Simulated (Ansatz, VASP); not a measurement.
Two plane-wave programs on LaPSe4

```
La P Se
1.0
     0.00000    4.06749    4.06749
     4.06749    0.00000    4.06749
     4.06749    4.06749    0.00000
La P Se
1 1 4
Direct
  0.00000 0.00000 0.00000
  0.75000 0.75000 0.75000
  0.86972 0.37676 0.37676
  0.37676 0.37676 0.37676
  0.37676 0.86972 0.37676
  0.37676 0.37676 0.86972
```

Change from the starting cell: species swapped into the ErCu4Au type (F-43m, No. 216).

Alike in both runs: functional PBE; k mesh 3 × 3 × 3; occupations gaussian, width 0.15 eV; no spin polarisation.

Ansatz relaxed the structure, and its values are those at the end. VASP's run is a single point on that final structure, the one shown.

|  | VASP | Ansatz |
| --- | --- | --- |
| version | VASP 6.6.1 | Ansatz 0.2.0 |
| potentials or method | VASP PAW PBE potentials, release 64 (La, P, Se), cutoff 500 eV | scalar-relativistic, plane waves, PAW |
| valence electrons in the cell | 40 | 80 |

```csv
,VASP,Ansatz,Ansatz less VASP
gap on the k mesh at the Fermi level (eV),none,none,-
pressure (GPa),-0.2,-0.2,+0.01
rms of the force components (eV/Å),0.015,0.015,-0.0002
```

A gap of «none» marks a metal or a gap that the smearing closes. VASP's potentials hold 40 valence electrons a cell and Ansatz's 80, so a difference there can come from the potentials and not from the codes.

The k mesh is coarse, so the values compare programs but aren't converged. Spin-orbit coupling is off throughout.
